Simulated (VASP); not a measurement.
ScAl7N8, 96 atoms in the cell. The typed cell holds 96 atoms: a = 9.549 Å, b = 11.027 Å, c = 9.840 Å, α = 90.00°, β = 90.00°, γ = 90.00°. 

* Program: VASP 6.6.1
* Task: single point
* Functional: PBEsol
* Potentials or basis: VASP PAW PBE potentials, release 64 (Al, Sc_sv, N)
* Cutoff: 600 eV
* k mesh: 1 × 1 × 1, shifted
* Occupations: fermi-dirac, width 0.05 eV
* Spin: no spin polarisation
* Dipole correction: no
* Further INCAR settings: LREAL = Auto; ALGO = Normal; EDIFF = 1e-06; NBANDS = 270; ISYM = 0

Potentials or basis: VASP PAW PBE potentials, release 64 (Al, Sc_sv, N).

The run is started by

```bash
$ cat potpaw_PBE.64/Al/POTCAR potpaw_PBE.64/Sc_sv/POTCAR potpaw_PBE.64/N/POTCAR > POTCAR
$ mpirun -np 1 vasp_std > vasp.out
```

Hardware: 1 thread of Intel Xeon 8259CL, with other jobs on the host.

**Question.** How long does it take, and how much memory?

**Answer.** Wall time 2.1 h on 1 thread of Intel Xeon 8259CL, on a shared host, peak memory 1.6 GiB. Counts: scf iterations 18, k points 4.
